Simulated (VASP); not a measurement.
## Rb: single point with PBEsol

Rb:

```
Rb
1.0
    -2.87615    2.87615    2.94630
     2.87615   -2.87615    2.94630
     2.87615    2.87615   -2.94630
Rb
1
Direct
  0.00000 0.00000 0.00000
```

This cell differs from its parent crystal: strain +0.025 along x and y, +0.050 along z.

```yaml
Program: VASP 6.6.1
Task: single point
Functional: PBEsol
Potentials_or_basis: VASP PAW PBE potentials, release 64 (Rb_sv)
Cutoff: 520 eV
k_mesh: 12 × 12 × 12
Occupations: gaussian, width 0.15 eV
Spin: no spin polarisation
```

```
Pressure : -0.3 GPa
```

Levels at points of the mesh, in eV from the Fermi level:
```
           k point  band 1  band 2  band 3  band 4  band 5  band 6  band 7  band 8  band 9  band 10
(0.00, 0.00, 0.00)  -28.89  -12.95  -12.95  -12.95   -1.88    3.59    3.59    3.70    4.44     4.60
(0.50, 0.00, 0.00)  -28.89  -13.02  -12.97  -12.95    0.24    0.72    2.62    4.09    5.02     5.09
(0.50, 0.50, 0.00)  -28.89  -13.02  -12.97  -12.95    0.29    0.77    2.50    4.17    4.91     5.17
(0.50, 0.50, 0.50)  -28.89  -13.00  -13.00  -13.00    1.28    1.34    2.93    3.15    3.15     4.45
```

Run time: 56 s on 1 thread of Intel(R) Xeon(R) 6975P-C (Granite Rapids), with other jobs on the host, peak memory 0.33 GiB.

Caveat: the cell differs from its parent crystal (strain +0.025 along x and y, +0.050 along z); the PAW data sets were made with another functional, which shifts forces and pressure a little.
